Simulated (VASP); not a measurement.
# Au (Cmcm) in VASP: a series of runs, part 2 of 2

VASP 6.6.1.

**4. Single point, r2SCAN (atoms displaced along a vibrational mode)**

Contents of POSCAR:

```
Au
1.0
   -1.6376879824      1.6376879824      1.6376879824
    1.6376879824     -1.6376879824      1.6376879824
    3.2753759647      3.2753759647      0.0000000000
Au
2
Direct
   -0.0343472020     -0.0343472020      0.0000000000
    0.5343472020      0.5343472020      0.5000000000
```

Contents of INCAR.step1:

```
SYSTEM = Au
ALGO = Normal
EDIFF = 1E-4
ENCUT = 520
GGA = PE
ISMEAR = 0
LASPH = .True.
LCHARG = .False.
LREAL = .False.
LWAVE = .True.
NBANDS = 18
NELM = 60
PREC = Accurate
SIGMA = 0.15
```

Contents of INCAR.step2:

```
SYSTEM = Au
ALGO = Normal
EDIFF = 1E-6
ENCUT = 520
ISIF = 2
ISMEAR = 0
ISTART = 1
LASPH = .True.
LCHARG = .True.
LELF = .True.
LMIXTAU = .True.
LREAL = .False.
LVHAR = .True.
LWAVE = .False.
METAGGA = R2SCAN
NBANDS = 18
NELM = 60
PREC = Accurate
SIGMA = 0.15
```

Contents of KPOINTS:

```
k-points
0
Gamma
  22 22 14
  0 0 0
```

Potentials or basis: VASP PAW PBE potentials, release 64 (Au).

Run with:

```console
$ cat potpaw_PBE.64/Au/POTCAR > POTCAR
$ cp INCAR.step1 INCAR
$ mpirun -np 1 vasp_std > vasp.out
$ cp INCAR.step2 INCAR
$ mpirun -np 1 vasp_std > vasp.out
```

OUTCAR:

```text
SYSTEM = Au
   EDIFF = 1E-6
   ENCUT = 520
   ISIF = 2
   ISMEAR = 0
   ISTART = 1
   LASPH = .True.
   LREAL = .False.
   METAGGA = R2SCAN
   NELM = 60
   PREC = Accurate

 ion  position               nearest neighbor table
   1  0.966  0.966  0.000-   2 2.71   2 2.71   2 2.97   2 2.97   2 3.28   2 3.28   2 3.28   2 3.28

   2  0.534  0.534  0.500-   1 2.71   1 2.71   1 2.97   1 2.97   1 3.28   1 3.28   1 3.28   1 3.28

  LATTYP: Found a base centered orthorhombic cell.
 ALAT       =     3.2753759648
 B/A-ratio  =     1.4142135624
 C/A-ratio  =     1.4142135623

  Lattice vectors:

 A1 = (  -1.6376879824,   1.6376879824,   1.6376879824)
 A2 = (   1.6376879824,  -1.6376879824,   1.6376879824)
 A3 = (   3.2753759647,   3.2753759647,   0.0000000000)

Analysis of symmetry for initial positions (statically):
=====================================================================
 Subroutine PRICEL returns:
 Original cell was already a primitive cell.

 Routine SETGRP: Setting up the symmetry group for a
 base centered orthorhombic supercell.

 Subroutine GETGRP returns: Found  8 space group operations
[... 161 lines left out ...]
  ---------------------------------------------------
  ext. energy  EPLUGINS =         0.00000000
  ---------------------------------------------------
  free energy    TOTEN  =      -101.08635424 eV

  energy without entropy =     -101.08059607  energy(sigma->0) =     -101.08347516

 E-fermi :   8.8624     XC(G=0): -13.3993

 val. band max:        8.8615916066   @ k =  -0.3182   0.2273   0.2857
 cond. band min:       8.8757426504   @ k =  -0.3182   0.1818   0.2857
 fundamental gap:      0.0141510438
 Fermi energy:         8.8623597603

 k-point     1 :       0.0000    0.0000    0.0000
  band No.  band energies     occupation
      1      -0.9119      2.00000
      2       1.6296      2.00000
      3       2.8367      2.00000
      4       3.7481      2.00000
      5       3.8063      2.00000
      6       3.9220      2.00000
[... 481 lines left out ...]
      5       3.4784      2.00000
      6       4.2140      2.00000
[... 10 lines left out ...]
     17      22.7962      0.00000
     18      25.0868      0.00000

 [... further k-points ...]
[... 5 lines left out ...]
  --------------------------------------------------------------------------------------
  -------------------------------------------------------------------------------------
  Total        0.5716004      0.5716004      0.2953724      0.5499637     -0.0000000      0.0000000
  in kB       26.0627121     26.0627121     13.4678126     25.0761673     -0.0000000      0.0000000
  external PRESSURE =      21.8644123 kB  Pullay stress =       0.0000000 kB

 VOLUME and BASIS-vectors are now :
 -----------------------------------------------------------------------------
  energy-cutoff  :      520.00
  volume of cell :       35.14
      direct lattice vectors                 reciprocal lattice vectors
    -1.637687982  1.637687982  1.637687982    -0.152654231  0.152654231  0.305308463
     1.637687982 -1.637687982  1.637687982     0.152654231 -0.152654231  0.305308463
     3.275375965  3.275375965  0.000000000     0.152654231  0.152654231  0.000000000

 POSITION                                       TOTAL-FORCE (eV/Angst)
 -----------------------------------------------------------------------------------
      0.00000      0.00000      3.16288         0.000000      0.000000      0.592590
      1.63769      1.63769      1.75019        -0.000000     -0.000000     -0.592590
 -----------------------------------------------------------------------------------
    total drift:                               -0.000000      0.000000     -0.000000

  FREE ENERGIE OF THE ION-ELECTRON SYSTEM (eV)
  ---------------------------------------------------
  free  energy   TOTEN  =      -101.0863542372 eV

  energy  without entropy=     -101.0805960737  energy(sigma->0) =     -101.08347516
```

OUTCAR.step1:

```text
SYSTEM = Au
   EDIFF = 1E-4
   ENCUT = 520
   GGA = PE
   ISMEAR = 0
   LASPH = .True.
   LREAL = .False.
[... 730 lines left out ...]
      0.00000      0.00000      3.16288        -0.000000     -0.000000      0.639746
      1.63769      1.63769      1.75019         0.000000      0.000000     -0.639746
 -----------------------------------------------------------------------------------
    total drift:                               -0.000000      0.000000     -0.000000

  FREE ENERGIE OF THE ION-ELECTRON SYSTEM (eV)
  ---------------------------------------------------
  free  energy   TOTEN  =        -6.3226833139 eV

  energy  without entropy=       -6.3166451302  energy(sigma->0) =       -6.31966422
```

OSZICAR.step1:

```text
N       E                     dE             d eps       ncg     rms          rms(c)
DAV:   1     0.124180249266E+03    0.12418E+03   -0.11521E+04 39104   0.117E+03
DAV:   2    -0.476341892658E+01   -0.12894E+03   -0.12283E+03 40686   0.260E+02
DAV:   3    -0.686133987811E+01   -0.20979E+01   -0.20872E+01 44494   0.336E+01
DAV:   4    -0.687100625975E+01   -0.96664E-02   -0.96654E-02 41276   0.244E+00
DAV:   5    -0.687109560565E+01   -0.89346E-04   -0.89346E-04 41656   0.248E-01    0.120E+01
DAV:   6    -0.636166481397E+01    0.50943E+00   -0.10292E+00 39120   0.897E+00    0.778E+00
DAV:   7    -0.632680849757E+01    0.34856E-01   -0.10497E-01 41234   0.284E+00    0.340E+00
DAV:   8    -0.632271643147E+01    0.40921E-02   -0.76700E-03 40116   0.696E-01    0.350E-01
DAV:   9    -0.632268331386E+01    0.33118E-04   -0.41341E-05 24418   0.537E-02
   1 F= -.63226833E+01 E0= -.63196642E+01  d E =-.603818E-02
```

It took 42 min on 1 thread of Oxide Virtual Turin-like, shared host; peak memory 0.58 GiB.

Results:

```yaml
Free_energy: -101.0864 eV
Pressure: 2.2 GPa
Largest_force: 0.593 eV/Å
Band_gap_on_the_k_mesh: zero (bands 11 and 12 overlap by 6.90 eV)
```

Forces in eV/Å, atoms in the order of the input:
```
Au   0.000  0.000  0.593
Au   0.000  0.000 -0.593
```

Caveat: the cell differs from its parent crystal (atoms displaced along a vibrational mode); the PAW data sets were made with another functional, which shifts forces and pressure a little; spin-orbit coupling is left out, which moves the levels of the heavy elements.

**5. The runs side by side**

```csv
cell,gap on the mesh (eV),pressure (GPa),largest force (eV/Å)
"as given, atomic positions A",none,3.4,0.79
"as given, atomic positions B",none,11.4,1.53
"as given, atomic positions C",none,2.2,0.59
```

Alike in all rows: task single point; level r2SCAN; potentials or basis VASP PAW PBE potentials, release 64 (Au); no spin polarisation; k mesh 22 × 22 × 14; cutoff (eV) 520; smearing gaussian 0.15 eV.

Caveats: the PAW data sets were made with another functional, which shifts forces and pressure a little; spin-orbit coupling is left out, which moves the levels of the heavy elements; the cell stands under pressure (at least some runs); the stress differs along the axes, from 4 to 15 GPa (at least some runs).

Total energies depend on the potentials used, so only differences within one code and one set of settings carry meaning.
